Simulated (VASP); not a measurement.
## Ru: single point with B3LYP5

Crystal: Ru.

```
CELL_PARAMETERS angstrom
2.70580 0.00000 0.00000
-1.35290 2.34329 0.00000
0.00000 0.00000 4.28190
ATOMIC_POSITIONS crystal
Ru 0.66667 0.33333 0.75000
Ru 0.33333 0.66667 0.25000
```

```
Program             : VASP 6.6.1
Task                : single point
Functional          : B3LYP5
Potentials or basis : VASP PAW PBE potentials, release 64 (Ru_pv)
Cutoff              : 520 eV
k mesh              : 6 × 6 × 3
Occupations         : fermi-dirac, width 0.05 eV
Spin                : no spin polarisation
```

The pressure is 7.3 GPa and the band gap on the k mesh is zero (band 14 reaches 15.14 eV, above the bottom of band 15 at 10.91 eV).

Stress tensor (GPa, compression positive):
```
10.10  0.00  0.00
 0.00 10.10  0.00
 0.00  0.00  1.66
```

Levels at points of the mesh, in eV from the Fermi level:
| k point | band 10 | band 11 | band 12 | band 13 | band 14 | band 15 | band 16 | band 17 | band 18 | band 19 |
| --- | --- | --- | --- | --- | --- | --- | --- | --- | --- | --- |
| (0.00, 0.00, 0.00) | -3.33 | -3.08 | -2.61 | -2.61 | -2.06 | -2.06 | 1.65 | 1.65 | 1.95 | 11.69 |
| (0.50, 0.00, 0.00) | -3.88 | -2.68 | -2.06 | -2.02 | 1.98 | 2.44 | 2.45 | 5.01 | 7.25 | 12.44 |

Wall time 27 min on 1 thread of Intel(R) Xeon(R) Platinum 8375C CPU @ 2.90GHz (Ice Lake), with other jobs on the host, peak memory 0.16 GiB.

Caveat: the k points lie up to 0.49 Å⁻¹ apart; the PAW data sets were made with another functional, which shifts forces and pressure a little.
